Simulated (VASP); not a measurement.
A run of VASP 6.6.1 is set up as follows.

File INCAR:

```
ALGO = Normal
EDIFF = 1E-7
EDIFFG = -0.04
ENCUT = 600
GGA = PE
IBRION = 2
ISIF = 3
ISMEAR = 0
LASPH = True
LCHARG = False
LREAL = False
LWAVE = False
NELM = 100
NSW = 90
PREC = Accurate
SIGMA = 0.1
```

File KPOINTS:

```
k-points
0
Gamma
  4 4 6
```

POSCAR

```
Be2Cd
1.0
    5.0503085745      0.0000000000      0.0000000000
    0.0000000000      5.0503085745      0.0000000000
    0.0000000000      0.0000000000      3.2529088098
Be Cd
4 2
Direct
    0.3060000000      0.3060000000      0.0000000000
    0.1940000000      0.8060000000      0.5000000000
    0.6940000000      0.6940000000      0.0000000000
    0.8060000000      0.1940000000      0.5000000000
    0.0000000000      0.0000000000      0.0000000000
    0.5000000000      0.5000000000      0.5000000000
```

Potentials or basis: VASP PAW PBE potentials, release 64 (Be, Cd).

Launch:

```console
$ cat potpaw_PBE.64/Be/POTCAR potpaw_PBE.64/Cd/POTCAR > POTCAR
$ mpirun -np 1 vasp_std > vasp.out
```

Problem. Estimate the band gap on the k mesh.

Solution. Zero (bands 16 and 17 overlap by 2.94 eV).

Problem. What does it give for the relaxed volume?

Solution. 17.06 Å³/atom.

Forces in eV/Å, atoms in the order of the input:
```
Be   0.006  0.006  0.000
Be  -0.006  0.006  0.000
Be  -0.006 -0.006  0.000
Be   0.006 -0.006  0.000
Cd   0.000  0.000  0.000
Cd   0.000  0.000  0.000
```

Caveat: the volume moved by over 15 % at a fixed basis, so the end points are rough.
